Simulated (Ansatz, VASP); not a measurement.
**Two plane-wave programs on Si**

File INCAR:

```
SYSTEM = Si
ALGO     = Normal         ! electronic algorithm
EDIFF    = 1E-6           ! SCF threshold, eV
ENCUT    = 520            ! plane-wave cutoff, eV
GGA      = PE             ! functional
ISIF     = 2              ! what is computed and relaxed
ISMEAR   = -1             ! smearing method
LASPH    = .TRUE.         ! aspherical terms in the spheres
LCHARG   = .FALSE.        ! write CHGCAR
LREAL    = .FALSE.        ! projectors in reciprocal space
LWAVE    = .FALSE.        ! write WAVECAR
NBANDS   = 8              ! bands
NELM     = 100            ! most SCF steps
PREC     = Accurate       ! precision mode
SIGMA    = 0.1            ! smearing width, eV
```

The input KPOINTS:

```
k-points
0
G
  16 16 16
  0 0 0
```

File POSCAR:

```
Si
1.0
   -1.4978933691      1.4978933691      1.4978933691
    1.4978933691     -1.4978933691      1.4978933691
    1.4978933691      1.4978933691     -1.4978933691
Si
1
Direct
    0.0000000000      0.0000000000      0.0000000000
```

Input for Ansatz:

```yaml
crystal:
  lattice:
    - [-1.4978933691, 1.4978933691, 1.4978933691]
    - [1.4978933691, -1.4978933691, 1.4978933691]
    - [1.4978933691, 1.4978933691, -1.4978933691]
  atoms:
    - { symbol: Si, position: [0.0, 0.0, 0.0] }
hamiltonian:
  xc: pbe
  pseudopotentials:
    kind: paw
    azcp:
      Si: "pseudopotentials/Si.paw.azcp"
basis:
  ecutwfc: 420
  fft_grid_basis: typed
kpoints:
  mp_grid: { grid: [16, 16, 16], shift: [0, 0, 0] }
magnetization:
  spin_polarized: false
scf:
  occupations: { method: fermi_dirac, width: 0.1 }
  lower_state_search: "off"
output:
  stress: true
```

Alike in both runs: task single point; functional PBE; k mesh 16 × 16 × 16; occupations fermi-dirac, width 0.1 eV; no spin polarisation.

```csv
,VASP,Ansatz
version,VASP 6.6.1,Ansatz 0.2.0
potentials or method,"VASP PAW PBE potentials, release 64 (Si), cutoff 520 eV","plane waves (420 eV) with PAW, scalar-relativistic"
valence electrons in the cell,4,4
```

|  | VASP | Ansatz | Ansatz less VASP |
| --- | --- | --- | --- |
| pressure (GPa) | 9.6 | 9.6 | +0.05 |

The functional is the same, so the differences come from potentials, cutoffs and numerics.
